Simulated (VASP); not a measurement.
TiPd: single point with LDA

TiPd:

```xyz
2
Lattice="2.7911 0.0000 0.0000 0.0000 2.7911 0.0000 0.0000 0.0000 3.8333" Properties=species:S:1:pos:R:3 pbc="T T T"
Ti    0.0000    0.0000    0.0000
Pd    1.3955    1.3955    1.9166
```

```
Program             : VASP 6.6.1
Task                : single point
Functional          : LDA
Potentials or basis : VASP PAW LDA potentials, release 64 (Ti_sv, Pd)
Cutoff              : 520 eV
k mesh              : 8 × 8 × 6
Occupations         : fermi-dirac, width 0.05 eV
Spin                : no spin polarisation
```

```json
{
  "Pressure": "-4.8 GPa",
  "Band gap on the k mesh": "zero (band 11 reaches 12.56 eV, above the bottom of band 12 at 9.05 eV)"
}
```

Stress tensor (GPa, compression positive):
```
-4.52  0.00  0.00
 0.00 -4.52  0.00
 0.00  0.00 -5.25
```

Levels at points of the mesh, in eV from the Fermi level:
| k point | band 9 | band 10 | band 11 | band 12 | band 13 | band 14 |
| --- | --- | --- | --- | --- | --- | --- |
| (0.00, 0.00, 0.00) | -3.02 | -1.90 | -0.52 | 0.62 | 2.79 | 2.79 |
| (0.50, 0.00, 0.00) | -2.74 | -2.48 | -0.90 | -0.56 | 1.27 | 1.35 |
| (0.50, 0.50, 0.00) | -0.90 | 0.44 | 2.35 | 2.35 | 2.61 | 2.61 |
| (0.00, 0.00, 0.50) | -2.73 | -2.70 | -1.83 | -1.16 | 1.02 | 1.70 |
| (0.50, 0.00, 0.50) | -2.97 | -0.07 | 0.06 | 0.27 | 0.59 | 2.22 |
| (0.50, 0.50, 0.50) | -2.31 | -1.14 | -1.14 | -0.90 | 2.04 | 3.94 |

It took 48 s on 1 thread of Intel Xeon 8259CL, with other jobs on the host, peak memory 0.16 GiB.
